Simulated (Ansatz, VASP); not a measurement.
**Nb: VASP beside Ansatz**

Contents of INCAR:

```
PREC = Accurate ; ENCUT = 600
EDIFF = 1E-6 ; ISMEAR = 0
SIGMA = 0.1 ; LREAL = False
LASPH = True ; NELM = 60
ALGO = Normal ; ISIF = 3
LWAVE = False ; LCHARG = False
GGA = PS ; IBRION = 2
NSW = 100 ; EDIFFG = -0.005
```

KPOINTS

```
Automatic mesh
0
Gamma
  18 18 18
```

POSCAR

```
Nb
1.0
   -1.6377937006      1.6377937006      1.6377937006
    1.6377937006     -1.6377937006      1.6377937006
    1.6377937006      1.6377937006     -1.6377937006
Nb
1
Direct
    0.0000000000      0.0000000000      0.0000000000
```

Input for Ansatz:

```yaml
crystal:
  lattice:
    - [-1.637793701, 1.637793701, 1.637793701]
    - [1.637793701, -1.637793701, 1.637793701]
    - [1.637793701, 1.637793701, -1.637793701]
  atoms:
    - { symbol: Nb, position: [0.0, 0.0, 0.0] }
basis:
  ecutwfc: 420
kpoints:
  mp_grid: { grid: [18, 18, 18] }
hamiltonian:
  xc: pbesol
scf:
  occupations: { method: gaussian, width: 0.1 }
output:
  forces: true
  stress: true
  eigenvalues: true
relax:
  adjacent_minimum: "off"
  f_tol: 0.005
  max_steps: 80
  cell: { stress_tol: 0.05 }
```

Alike in both runs: task relaxation of cell and atoms; functional PBEsol; k mesh 18 × 18 × 18; occupations gaussian, width 0.1 eV; no spin polarisation.

|  | VASP | Ansatz |
| --- | --- | --- |
| version | VASP 6.6.1 | Ansatz 0.2.0 |
| potentials or method | VASP PAW PBE potentials, release 64 (Nb_sv), cutoff 600 eV | scalar-relativistic, plane waves, PAW |
| valence electrons in the cell | 13 | 13 |

|  | VASP | Ansatz | Ansatz less VASP |
| --- | --- | --- | --- |
| gap on the k mesh at the Fermi level, each at its own relaxed structure (eV) | none | none | - |
| relaxed volume (Å³/atom) | 17.50 | 17.52 | +0.024 |
| relaxed cell length with the largest relative difference (Å) | 2.833 | 2.834 | +0.0013 |

VASP's potentials were made for PBE, not for PBEsol. A gap of «none» marks a metal or a gap that the smearing closes.
